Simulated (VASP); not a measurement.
Runs of VASP 6.6.1 on KF. Symmetry: Fm-3m, No. 225, cubic system. The conventional cell has a = 5.318 Å, b = 5.318 Å, c = 5.318 Å, α = 90.00°, β = 90.00°, γ = 90.00°. Within 3.5 Å of K (site symmetry m-3m) lie 6 F at 2.66 Å. Within 3.5 Å of F (site symmetry m-3m) lie 6 K at 2.66 Å. 

| level | smearing | share of exact exchange | screening parameter | gap on the mesh (eV) | pressure (GPa) |
| --- | --- | --- | --- | --- | --- |
| PBE-based screened hybrid with 30 % exact exchange | gaussian 0.01 eV | 0.3 | 0.1 1/Å | 9.12 | (b) |
| PBE-based screened hybrid with 50 % exact exchange | gaussian 0.01 eV | 0.5 | 0.2078 1/Å | 10.32 | 0.2 |
| HSE06 | gaussian 0.05 eV | 0.25 | 0.2079 1/Å | (a) | 1.1 |
| PBE-based screened hybrid with 40 % exact exchange | gaussian 0.01 eV | 0.4 | 0.1 1/Å | 10.11 | (c) |

Alike in all rows: task single point; potentials or basis VASP PAW PBE potentials, release 64 (K_sv, F); no spin polarisation; cell as given; k mesh 4 × 4 × 4; cutoff (eV) 520.

Question: Estimate the missing entries.

Answer: (a) 8.24; (b) 0.8; (c) 0.5.

Caveats: all runs use coarse meshes; the PAW data sets were made with another functional, which shifts forces and pressure a little.

